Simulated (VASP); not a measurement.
Zr2Zn2N: single point with PBE

Zr2Zn2N:

```xyz
10
Lattice="1.6316 -2.8260 0.0000 -4.8948 -2.8260 0.0000 0.0000 0.0000 -8.8868" Properties=species:S:1:pos:R:3 pbc="T T T"
Zr   -3.2632   -3.7680   -7.6316
Zr    0.0000   -3.7680   -7.6316
Zr   -1.6316   -4.7100   -1.2552
Zr    0.0000   -1.8840   -1.2552
Zn   -3.2632   -3.7680   -3.4917
Zn    0.0000   -3.7680   -3.4917
Zn   -1.6316   -4.7100   -5.3950
Zn    0.0000   -1.8840   -5.3950
N    -1.6316   -2.8260    0.0000
N     0.0000    0.0000    0.0000
```

```json
{
 "Program": "VASP 6.6.1",
 "Task": "single point",
 "Functional": "PBE",
 "Potentials or basis": "VASP PAW PBE potentials, release 64 (Zr_sv, Zn, N)",
 "Cutoff": "520 eV",
 "k mesh": "6 × 4 × 4",
 "Occupations": "gaussian, width 0.2 eV",
 "Spin": "no spin polarisation",
 "Dipole correction": "no",
 "Further INCAR settings": "ALGO = Normal; EDIFF = 1e-06; NBANDS = 64"
}
```

* Pressure: 0.2 GPa
* Largest force: 0.023 eV/Å
* Band gap on the k mesh: zero (bands 53 and 54 overlap by 1.56 eV)

Forces in eV/Å, atoms in the order of the input:
```
Zr   0.004  0.003  0.018
Zr   0.004  0.003  0.018
Zr  -0.004 -0.003 -0.018
Zr  -0.004 -0.003 -0.018
Zn  -0.005 -0.003 -0.022
Zn  -0.005 -0.003 -0.022
Zn   0.005  0.003  0.022
Zn   0.005  0.003  0.022
N    0.000  0.000  0.000
N    0.000  0.000  0.000
```

Stress tensor (GPa, compression positive):
```
 0.35 -0.20 -0.04
-0.20  0.57 -0.02
-0.04 -0.02 -0.19
```

Levels at points of the mesh, in eV from the Fermi level:
```tsv
k point	band 49	band 50	band 51	band 52	band 53	band 54	band 55	band 56	band 57	band 58
(0.00, 0.00, 0.00)	-2.04	-1.55	-1.02	-0.84	0.62	0.71	0.72	1.68	1.93	2.31
(0.50, 0.00, 0.00)	-0.85	-0.85	-0.71	-0.71	-0.31	-0.31	0.71	0.71	1.39	1.39
(0.00, 0.50, 0.00)	-1.26	-1.26	-0.46	-0.46	0.66	0.66	1.66	1.66	1.83	1.83
(0.50, 0.50, 0.00)	-2.04	-2.04	-1.02	-1.02	-0.84	-0.84	1.68	1.68	2.73	2.73
(0.00, 0.00, 0.50)	-2.12	-0.99	-0.79	-0.15	-0.07	0.72	0.72	1.95	2.05	2.33
(0.50, 0.00, 0.50)	-1.18	-1.18	-0.65	-0.65	0.35	0.35	0.40	0.40	1.49	1.49
(0.00, 0.50, 0.50)	-1.25	-1.25	-0.49	-0.49	0.53	0.53	1.65	1.65	1.72	1.72
(0.50, 0.50, 0.50)	-2.12	-2.12	-0.99	-0.99	-0.79	-0.79	1.95	1.95	2.52	2.52
```

Run time: 5.8 min on 1 thread of Intel(R) Xeon(R) 6975P-C (Granite Rapids), with other jobs on the host, peak memory 0.46 GiB.
